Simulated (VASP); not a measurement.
Input of a VASP 6.6.1 run:

INCAR

```
SYSTEM = Ga2Ge3O
PREC = Accurate
ENCUT = 600
EDIFF = 1E-6
ISMEAR = 0
SIGMA = 0.1
LREAL = .False.
LASPH = .True.
NELM = 100
ALGO = Normal
ISIF = 3
LWAVE = .False.
LCHARG = .False.
GGA = PE
IBRION = 2
NSW = 90
EDIFFG = -0.04
```

The input KPOINTS:

```
Automatic mesh
0
Gamma
  6 6 2
  0 0 0
```

The input POSCAR:

```
Ga2Ge3O
1.0
    3.4884034400      0.0000000000      0.0000000000
    0.0000000000      3.4884034400      0.0000000000
    0.0000000000      0.0000000000      8.5036560700
Ga Ge O
2 3 1
Direct
    0.0000000000      0.0000000000      0.0094770000
    0.5000000000      0.5000000000      0.4938240100
    0.0000000000      0.0000000000      0.6709480300
    0.0000000000      0.0000000000      0.3257620000
    0.5000000000      0.5000000000      0.8341779700
    0.5000000000      0.5000000000      0.1658110000
```

Potentials or basis: VASP PAW PBE potentials, release 64 (Ga_d, Ge_d, O).

The run is started by

```sh
$ cat potpaw_PBE.64/Ga_d/POTCAR potpaw_PBE.64/Ge_d/POTCAR potpaw_PBE.64/O/POTCAR > POTCAR
$ mpirun -np 1 vasp_std > vasp.out
```

Question: Predict the relaxed volume.

Answer: 18.14 Å³/atom.

Question: What does it give for the space group after relaxing (to 0.1 Å)?

Answer: P4mm (No. 99).

Forces on the atoms (eV/Å):
```
Ga   0.000  0.000  0.038
Ga   0.000  0.000 -0.027
Ge   0.000  0.000  0.009
Ge   0.000  0.000  0.028
Ge   0.000  0.000 -0.034
O    0.000  0.000 -0.014
```

Caveat: the k points lie up to 0.41 Å⁻¹ apart in the final cell, too coarse for converged energies and pressures of a metal.
